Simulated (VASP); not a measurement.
# KI (Fm-3m) in VASP: settings compared, part 2 of 2

VASP 6.6.1.

### 3 Relaxation of cell and atoms, PBE

Contents of INCAR:

```
SYSTEM = KI
  PREC = Accurate
  ENCUT = 600
  EDIFF = 1E-7
  ISMEAR = -1
  SIGMA = 0.05
  LREAL = .FALSE.
  LASPH = .TRUE.
  NELM = 100
  ALGO = Normal
  ISIF = 3
  LWAVE = .FALSE.
  LCHARG = .FALSE.
  GGA = PE
  IBRION = 2
  NSW = 80
  EDIFFG = -0.02
```

Contents of KPOINTS:

```
Automatic mesh
0
G
  7 7 7
  0 0 0
```

Contents of POSCAR:

```
KI
1.0
    0.0000000000      3.5327750000      3.5327750000
    3.5327750000      0.0000000000      3.5327750000
    3.5327750000      3.5327750000      0.0000000000
I K
1 1
Direct
    0.5000000000      0.5000000000      0.5000000000
    0.0000000000      0.0000000000      0.0000000000
```

Potentials or basis: VASP PAW PBE potentials, release 64 (I, K_sv).

Run with:

```console
$ cat potpaw_PBE.64/I/POTCAR potpaw_PBE.64/K_sv/POTCAR > POTCAR
$ mpirun -np 1 vasp_std > vasp.out
```

It took 47 s on 1 thread of Intel Xeon Platinum 8559C (Emerald Rapids), shared host; peak memory 0.26 GiB.

It converged, with:

```yaml
Free_energy: -5.5651 eV
Relaxed_volume: 46.61 Å³/atom
Relaxed_cell: a = 5.090 Å, b = 5.090 Å, c = 5.090 Å, α = 60.00°, β = 60.00°, γ = 60.00°
Space_group_after_relaxing_to_0.1_Å: Fm-3m (No. 225)
Energy_gained_by_relaxing: 4.3 meV/atom
Ionic_steps: 3
Pressure_after_relaxing: 0.0 GPa
Band_gap_on_the_k_mesh: 3.84 eV
```

Step by step:
| step | energy change (eV) | largest force (eV/Å) | pressure (GPa) | volume (Å³) |
| --- | --- | --- | --- | --- |
| 1 | 0.0000 | 0.0000 | 0.62 | 88.18 |
| 2 | -0.0063 | 0.0000 | 0.31 | 90.38 |
| 3 | -0.0085 | 0.0000 | -0.04 | 93.23 |

Final structure:
```
I K
1.0
     0.00000    3.59889    3.59889
     3.59889    0.00000    3.59889
     3.59889    3.59889    0.00000
I K
1 1
Direct
  0.50000 0.50000 0.50000
  0.00000 0.00000 0.00000
```

Levels at points of the mesh, in eV from the valence-band top:
```csv
k point,band 5,band 6,band 7,band 8,band 9,band 10,band 11,band 12
"(0.00, 0.00, 0.00)",-10.42,0.00,0.00,0.00,3.84,6.51,6.51,6.51
```

Caveat: spin-orbit coupling is left out, which moves the levels of the heavy elements; an odd mesh through Γ misses points on the zone boundary, where band edges can lie.

### 4 Relaxation of cell and atoms, PBEsol

Contents of INCAR:

```
  PREC = Accurate
  ENCUT = 600
  EDIFF = 1E-7
  ISMEAR = -1
  SIGMA = 0.05
  LREAL = False
  LASPH = True
  NELM = 80
  ALGO = Normal
  ISIF = 3
  LWAVE = False
  LCHARG = False
  GGA = PS
  IBRION = 2
  NSW = 80
  EDIFFG = -0.02
```

Contents of KPOINTS:

```
Automatic mesh
0
Gamma
  7 7 7
```

POSCAR is that of step 3.

Run with:

```console
$ cat potpaw_PBE.64/I/POTCAR potpaw_PBE.64/K_sv/POTCAR > POTCAR
$ mpirun -np 1 vasp_std > vasp.out
```

It took 46 s on 1 thread of Intel Xeon Platinum 8559C (Emerald Rapids), shared host; peak memory 0.24 GiB.

The run converged. Its results:

* Free energy: -5.8161 eV
* Relaxed volume: 43.17 Å³/atom
* Relaxed cell: a = 4.961 Å, b = 4.961 Å, c = 4.961 Å, α = 60.00°, β = 60.00°, γ = 60.00°
* Space group after relaxing (to 0.1 Å): Fm-3m (No. 225)
* Energy gained by relaxing: 0.7 meV/atom
* Ionic steps: 3
* Pressure after relaxing: 0.0 GPa
* Band gap on the k mesh: 3.86 eV

The path:
```
step  energy change (eV)  largest force (eV/Å)  pressure (GPa)  volume (Å³)
   1              0.0000                0.0000           -0.25        88.18
   2             -0.0010                0.0000           -0.14        87.32
   3             -0.0015                0.0000            0.00        86.35
```

Final structure:
```
CELL_PARAMETERS angstrom
0.00000 3.50812 3.50812
3.50812 0.00000 3.50812
3.50812 3.50812 0.00000
ATOMIC_POSITIONS crystal
I 0.50000 0.50000 0.50000
K 0.00000 0.00000 0.00000
```

Levels at points of the mesh, in eV from the valence-band top:
| k point | band 6 | band 7 | band 8 | band 9 | band 10 | band 11 |
| --- | --- | --- | --- | --- | --- | --- |
| (0.00, 0.00, 0.00) | 0.00 | 0.00 | 0.00 | 3.86 | 6.42 | 6.42 |

Caveat: the PAW data sets were made with another functional, which shifts forces and pressure a little; spin-orbit coupling is left out, which moves the levels of the heavy elements. As with any semilocal functional, this PBEsol gap is likely too small.

### 5 Relaxation of cell and atoms, RPBE

Contents of INCAR:

```
SYSTEM = KI
ALGO     = Normal         ! electronic algorithm
EDIFF    = 1E-6           ! SCF threshold, eV
EDIFFG   = -0.02          ! ionic threshold
ENCUT    = 600            ! plane-wave cutoff, eV
GGA      = RP             ! functional
IBRION   = 2              ! ionic algorithm
ISIF     = 3              ! what is computed and relaxed
ISMEAR   = -1             ! smearing method
LASPH    = .True.         ! aspherical terms in the spheres
LCHARG   = .False.        ! write CHGCAR
LREAL    = .False.        ! projectors in reciprocal space
LWAVE    = .False.        ! write WAVECAR
NELM     = 60             ! most SCF steps
NSW      = 80             ! ionic steps
PREC     = Accurate       ! precision mode
SIGMA    = 0.05           ! smearing width, eV
```

Contents of KPOINTS:

```
k-points
0
Gamma
  7 7 7
  0 0 0
```

POSCAR is that of step 4.

Potentials or basis: VASP PAW PBE potentials, release 64 (I, K_sv).

Run with:

```console
$ cat potpaw_PBE.64/I/POTCAR potpaw_PBE.64/K_sv/POTCAR > POTCAR
$ mpirun -np 1 vasp_std > vasp.out
```

OUTCAR:

```text
SYSTEM = KI
   EDIFF = 1E-6
   EDIFFG = -0.02
   ENCUT = 600
   GGA = RP
   IBRION = 2
   ISIF = 3
   ISMEAR = -1
   LASPH = .True.
   LREAL = .False.
   NELM = 60
   NSW = 80
   PREC = Accurate

 ion  position               nearest neighbor table
   1  0.500  0.500  0.500-   2 3.53   2 3.53   2 3.53   2 3.53   2 3.53   2 3.53
   2  0.000  0.000  0.000-   1 3.53   1 3.53   1 3.53   1 3.53   1 3.53   1 3.53

  LATTYP: Found a face centered cubic cell.
 ALAT       =     7.0655500000

  Lattice vectors:

 A1 = (   0.0000000000,   3.5327750000,   3.5327750000)
 A2 = (   3.5327750000,   0.0000000000,   3.5327750000)
 A3 = (   3.5327750000,   3.5327750000,   0.0000000000)

Analysis of symmetry for initial positions (statically):
=====================================================================
 Subroutine PRICEL returns:
 Original cell was already a primitive cell.

[... 173 lines left out ...]
  in kB       17.7483480     17.7483480     17.7483480     -0.0000000     -0.0000000      0.0000000
  external PRESSURE =      17.7483480 kB  Pullay stress =       0.0000000 kB
[... 95 lines left out ...]
--------------------------------------- Ionic step        4  -------------------------------------------

 number of electron      15.9999998 magnetization

 Free energy of the ion-electron system (eV)
  ---------------------------------------------------
  ext. energy  EPLUGINS =         0.00000000
  ---------------------------------------------------
  free energy    TOTEN  =        -5.27015293 eV

  energy without entropy =       -5.27015293  energy(sigma->0) =       -5.27015293

 E-fermi :   0.0973     XC(G=0):  -6.3002

 val. band max:       -0.9895089713   @ k =   0.0000   0.0000   0.0000
 cond. band min:       2.9532844827   @ k =   0.0000   0.0000   0.0000
 fundamental gap:      3.9427934540
 Fermi energy:         0.0973162563

 k-point     1 :       0.0000    0.0000    0.0000
  band No.  band energies     occupation
      1     -29.9094      2.00000
      2     -13.3363      2.00000
      3     -13.3363      2.00000
      4     -13.3363      2.00000
      5     -11.2524      2.00000
      6      -0.9895      2.00000
      7      -0.9895      2.00000
      8      -0.9895      2.00000
      9       2.9533      0.00000
     10       5.6923      0.00000
     11       5.6923      0.00000
     12       5.6923      0.00000
[... 312 lines left out ...]
  FREE ENERGIE OF THE ION-ELECTRON SYSTEM (eV)
  ---------------------------------------------------
  free  energy   TOTEN  =        -5.2701529308 eV

  energy  without entropy=       -5.2701529307  energy(sigma->0) =       -5.27015293

 reached required accuracy - stopping structural energy minimisation
```

Run time: 54 s. Hardware: 1 thread of Intel Xeon Platinum 8559C (Emerald Rapids), shared host; peak memory 0.26 GiB.

Results:

* Free energy: -5.2702 eV
* Relaxed volume: 51.20 Å³/atom
* Relaxed cell: a = 5.251 Å, b = 5.251 Å, c = 5.251 Å, α = 60.00°, β = 60.00°, γ = 60.00°
* Space group after relaxing (to 0.1 Å): Fm-3m (No. 225)
* Energy gained by relaxing: 34.6 meV/atom
* Ionic steps: 4
* Pressure after relaxing: 0.0 GPa
* Band gap on the k mesh: 3.94 eV

Step by step:
```csv
step,energy change (eV),largest force (eV/Å),pressure (GPa),volume (Å³)
1,0.0000,0.0000,1.77,88.18
2,-0.0504,0.0000,0.81,94.56
3,-0.0685,0.0000,0.13,101.02
4,-0.0691,0.0000,0.01,102.40
```

Final structure:
```yaml
crystal:
  lattice:
    - [0.00000, 3.71326, 3.71326]
    - [3.71326, 0.00000, 3.71326]
    - [3.71326, 3.71326, 0.00000]
  atoms:
    - { symbol: I, position: [0.50000, 0.50000, 0.50000] }
    - { symbol: K, position: [0.00000, 0.00000, 0.00000] }
```

Caveat: the volume moved by over 15 % at a fixed basis, so the end points are rough; the PAW data sets were made with another functional, which shifts forces and pressure a little; spin-orbit coupling is left out, which moves the levels of the heavy elements; an odd mesh through Γ misses points on the zone boundary, where band edges can lie. Zero-point motion and thermal expansion aren't in these numbers.

### 6 Overview

```csv
level,potentials or basis,gap on the mesh (eV),pressure (GPa),relaxed volume (Å³/atom)
LDA,"VASP PAW LDA potentials, release 64 (I, K_sv)",3.86,-0.1,39.94
PBE,"VASP PAW PBE potentials, release 64 (I, K_sv)",3.84,0.0,46.61
PBEsol,"VASP PAW PBE potentials, release 64 (I, K_sv)",3.86,0.0,43.17
RPBE,"VASP PAW PBE potentials, release 64 (I, K_sv)",3.94,0.0,51.20
```

Alike in all rows: task relaxation of cell and atoms; no spin polarisation; cell relaxed; k mesh 7 × 7 × 7; cutoff (eV) 600; smearing fermi-dirac 0.05 eV.

Caveats: spin-orbit coupling is left out, which moves the levels of the heavy elements; an odd mesh through Γ misses points on the zone boundary, where band edges can lie (at least some runs); the PAW data sets were made with another functional, which shifts forces and pressure a little (at least some runs); the volume moved by over 15 % at a fixed basis, so the end points are rough (at least some runs).

Total energies depend on the potentials used, so only differences within one code and one set of settings carry meaning.
